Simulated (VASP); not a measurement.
Set up this calculation in VASP 6.6.1, as the native input.

```
Task                   : single point
Functional             : PBE
Potentials or basis    : VASP PAW PBE potentials, release 64 (Rh_pv)
Cutoff                 : 520 eV
k mesh                 : 22 × 22 × 22
Occupations            : gaussian, width 0.15 eV
Spin                   : no spin polarisation
Dipole correction      : no
Further INCAR settings : ALGO = Fast; EDIFF = 1e-06; NBANDS = 14
```

The structure of Rh lies in POSCAR:

```
Rh
1.0
    0.0000000000      1.9585965000      1.8730267500
    1.9585965000      0.0000000000      1.8730267500
    1.9585965000      1.9585965000      0.0000000000
Rh
1
Direct
    0.0000000000      0.0000000000      0.0000000000
```

This cell differs from its parent crystal: strain +0.030 along x and y, -0.015 along z.

These files were run (other wordings do the same):

INCAR

```
PREC = Accurate
ENCUT = 520
EDIFF = 1E-6
ISMEAR = 0
SIGMA = 0.15
LREAL = False
LASPH = True
NELM = 100
ALGO = Fast
ISIF = 2
LWAVE = False
LCHARG = True
GGA = PE
LELF = True
LVHAR = True
NBANDS = 14
```

KPOINTS

```
regular mesh
0
Gamma
  22 22 22
```

Potentials or basis: VASP PAW PBE potentials, release 64 (Rh_pv).

Run with:

```sh
$ cat potpaw_PBE.64/Rh_pv/POTCAR > POTCAR
$ mpirun -np 1 vasp_std > vasp.out
```

Results of the run:

| Property | Result |
| --- | --- |
| Pressure | -5.2 GPa |

Caveat: the cell differs from its parent crystal (strain +0.030 along x and y, -0.015 along z).

Run time: 87 s on 1 thread of Intel(R) Xeon(R) Platinum 8488C (Sapphire Rapids), on a shared host, peak memory 0.26 GiB.
